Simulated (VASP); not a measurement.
Here is a VASP 6.6.1 calculation.

File INCAR:

```
SYSTEM = Ta
  ALGO = Normal
  EDIFF = 1E-7
  ENCUT = 520
  GGA = PS
  ISIF = 2
  ISMEAR = 0
  LASPH = .TRUE.
  LCHARG = .FALSE.
  LREAL = .FALSE.
  LWAVE = .FALSE.
  NBANDS = 18
  NELM = 100
  PREC = Accurate
  SIGMA = 0.1
```

KPOINTS

```
k-points
0
G
  12 12 6
  0 0 0
```

File POSCAR:

```
Ta
1.0
    2.9003720700      0.0000000000      0.0000000000
   -1.4501860400      2.5117959000      0.0000000000
    0.0000000000      0.0000000000      5.1662740000
Ta
2
Direct
    0.6666666667      0.3333333333      0.7500000000
    0.3333333333      0.6666666667      0.2500000000
```

Potentials or basis: VASP PAW PBE potentials, release 64 (Ta_pv).

Command:

```console
$ cat potpaw_PBE.64/Ta_pv/POTCAR > POTCAR
$ mpirun -np 1 vasp_std > vasp.out
```

Problem. What does it give for the band gap on the k mesh?

Solution. Zero (band 11 reaches 6.88 eV, above the bottom of band 12 at 4.68 eV).

Problem. Estimate the pressure.

Solution. -7.3 GPa.

Stress tensor (GPa, compression positive):
```
-7.64  0.00  0.00
 0.00 -7.64  0.00
 0.00  0.00 -6.67
```

Caveat: the PAW data sets were made with another functional, which shifts forces and pressure a little; spin-orbit coupling is left out, which moves the levels of the heavy elements.
